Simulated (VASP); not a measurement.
**Sn: single point with PBE**

The system is Sn.

```
CELL_PARAMETERS angstrom
3.39569 3.39569 0.00000
-3.39569 3.39569 0.00000
0.00000 0.00000 6.79138
ATOMIC_POSITIONS crystal
Sn 0.00000 0.00000 0.50000
Sn 0.00000 0.50000 0.25000
Sn 0.50000 0.50000 0.00000
Sn 0.50000 0.00000 0.75000
```

This cell differs from its parent crystal: equal strain along all axes, cell held: +2.0 %.

```yaml
Program: VASP 6.6.1
Task: single point
Functional: PBE
Potentials_or_basis: VASP PAW PBE potentials, release 64 (Sn_d)
Cutoff: 520 eV
k_mesh: 12 × 12 × 8
Occupations: gaussian, width 0.1 eV
Spin: no spin polarisation
```

- Pressure: -1.9 GPa
- Band gap on the k mesh: zero (band 28 reaches 4.39 eV, above the bottom of band 29 at 4.06 eV)

Levels at points of the mesh, in eV from the Fermi level:
| k point | band 24 | band 25 | band 26 | band 27 | band 28 | band 29 | band 30 | band 31 | band 32 | band 33 |
| --- | --- | --- | --- | --- | --- | --- | --- | --- | --- | --- |
| (0.00, 0.00, 0.00) | -2.01 | -2.01 | -1.51 | 0.13 | 0.13 | 0.13 | 0.99 | 0.99 | 2.17 | 2.17 |
| (0.50, 0.00, 0.00) | -5.36 | -2.46 | -2.46 | -0.94 | -0.94 | 1.35 | 1.35 | 3.75 | 3.75 | 3.89 |
| (0.50, 0.50, 0.00) | -7.06 | -2.01 | -2.01 | -2.01 | -2.01 | 0.99 | 0.99 | 0.99 | 0.99 | 6.91 |
| (0.00, 0.00, 0.50) | -4.18 | -1.27 | -1.27 | -1.27 | -1.27 | 1.13 | 1.13 | 1.89 | 1.89 | 4.44 |
| (0.50, 0.00, 0.50) | -5.82 | -0.89 | -0.89 | -0.89 | -0.89 | -0.20 | -0.20 | 3.19 | 3.19 | 3.19 |
| (0.50, 0.50, 0.50) | -7.02 | -2.48 | -2.48 | -2.48 | -2.48 | 3.06 | 3.06 | 3.06 | 3.06 | 4.01 |

Run time: 12 min on 1 thread of AMD EPYC 9R45 (Zen 5), on a shared host, peak memory 0.6 GiB.

Caveat: the cell differs from its parent crystal (equal strain along all axes, cell held: +2.0 %); spin-orbit coupling is left out, which moves the levels of the heavy elements.
